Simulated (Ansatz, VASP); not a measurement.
# One calculation of SiGe3, two programs

```
Si Ge
1.0
     2.82854    0.00000    0.00000
    -1.41427    2.44959    0.00000
     0.00000    0.00000   10.55596
Si Ge
1 3
Direct
  0.00000 0.00000 0.50000
  0.00000 0.00000 0.74353
  0.00000 0.00000 0.00000
  0.00000 0.00000 0.25647
```

Alike in both runs: functional PBE; k mesh 18 × 18 × 6; occupations gaussian, width 0.1 eV; no spin polarisation.

Ansatz relaxed the structure, and its values are those at the end. VASP's run is a single point on that final structure, the one shown.

|  | VASP | Ansatz |
| --- | --- | --- |
| version | VASP 6.6.1 | Ansatz 0.2.0 |
| potentials or method | VASP PAW PBE potentials, release 64 (Si, Ge_d), cutoff 520 eV | scalar-relativistic, plane waves, PAW |
| valence electrons in the cell | 46 | 46 |

```tsv
	VASP	Ansatz	Ansatz less VASP
gap on the k mesh at the Fermi level (eV)	none	none	-
pressure (GPa)	0.0	0.0	+0.05
```

A gap of «none» marks a metal or a gap that the smearing closes. With one functional, cell and mesh, what is left measures potentials, basis and numerics.
